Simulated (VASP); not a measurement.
Wanted: the native input for a VASP 6.6.1 run.

| Property | Result |
| --- | --- |
| Task | single point |
| Functional | LDA |
| Potentials or basis | VASP PAW LDA potentials, release 64 (Ti_sv) |
| Cutoff | 520 eV |
| k mesh | 18 × 18 × 10 |
| Occupations | fermi-dirac, width 0.1 eV |
| Spin | no spin polarisation |
| Dipole correction | no |
| Further INCAR settings | ALGO = Normal; EDIFF = 1e-07; NBANDS = 19 |

The structure of Ti lies in POSCAR:

```
Ti
1.0
    2.2387985032      0.0000000000      0.0000000000
   -1.1193992516      1.9388563777      0.0000000000
    0.0000000000      0.0000000000      4.3673016839
Ti
2
Direct
    0.3333333333      0.6666666667      0.2500000000
    0.6666666667      0.3333333333      0.7500000000
```

The input as run:

INCAR

```
SYSTEM = Ti
ALGO     = Normal         ! electronic algorithm
EDIFF    = 1E-7           ! SCF threshold, eV
ENCUT    = 520            ! plane-wave cutoff, eV
GGA      = CA             ! functional
ISIF     = 2              ! what is computed and relaxed
ISMEAR   = -1             ! smearing method
LASPH    = .True.         ! aspherical terms in the spheres
LCHARG   = .True.         ! write CHGCAR
LELF     = .True.         ! ELF
LREAL    = .False.        ! projectors in reciprocal space
LVHAR    = .True.       
LWAVE    = .False.        ! write WAVECAR
NBANDS   = 19             ! bands
NELM     = 60             ! most SCF steps
PREC     = Accurate       ! precision mode
SIGMA    = 0.1            ! smearing width, eV
```

KPOINTS

```
k-points
0
Gamma
  18 18 10
  0 0 0
```

Potentials or basis: VASP PAW LDA potentials, release 64 (Ti_sv).

Command:

```console
$ cat potpaw_LDA.64/Ti_sv/POTCAR > POTCAR
$ mpirun -np 1 vasp_std > vasp.out
```

It gave:

```json
{
 "Pressure": "141.5 GPa",
 "Band gap on the k mesh": "zero (band 12 reaches 17.35 eV, above the bottom of band 13 at 15.61 eV)"
}
```

It took 2.4 min on 1 thread of Intel Xeon 8259CL, with other jobs on the host, peak memory 0.17 GiB.
